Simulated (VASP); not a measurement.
Input of a VASP 6.6.1 run:

INCAR

```
SYSTEM = C
  PREC = Accurate
  ENCUT = 520
  EDIFF = 1E-6
  ISMEAR = 0
  SIGMA = 0.15
  LREAL = .FALSE.
  LASPH = .TRUE.
  NELM = 60
  ALGO = Normal
  ISIF = 2
  LWAVE = .FALSE.
  LCHARG = .TRUE.
  GGA = PS
  LELF = .TRUE.
  LVHAR = .TRUE.
  NBANDS = 16
```

KPOINTS

```
regular mesh
0
G
  21 21 6
  0 0 0
```

File POSCAR:

```
C
1.0
    1.1655226067     -2.1867162057      0.0000000000
    1.1655226067      2.1867162057      0.0000000000
    0.0000000000      0.0000000000      7.5775251697
C
4
Direct
    0.0833216498      0.9166783502      0.7498439858
    0.5833216498      0.4166783502      0.2501560142
    0.9166783502      0.0833216498      0.2501560142
    0.4166783502      0.5833216498      0.7498439858
```

Potentials or basis: VASP PAW PBE potentials, release 64 (C).

The run is started by

```sh
$ cat potpaw_PBE.64/C/POTCAR > POTCAR
$ mpirun -np 1 vasp_std > vasp.out
```

(1) Predict the pressure.

(2) What does it give for the largest force?

## Answers

(1) 12.6 GPa.

(2) 1.103 eV/Å.

Caveat: the cell stands under pressure; this functional lacks dispersion, which binds the layers, so the pressure and a relaxed spacing across them are unreliable; the PAW data sets were made with another functional, which shifts forces and pressure a little.
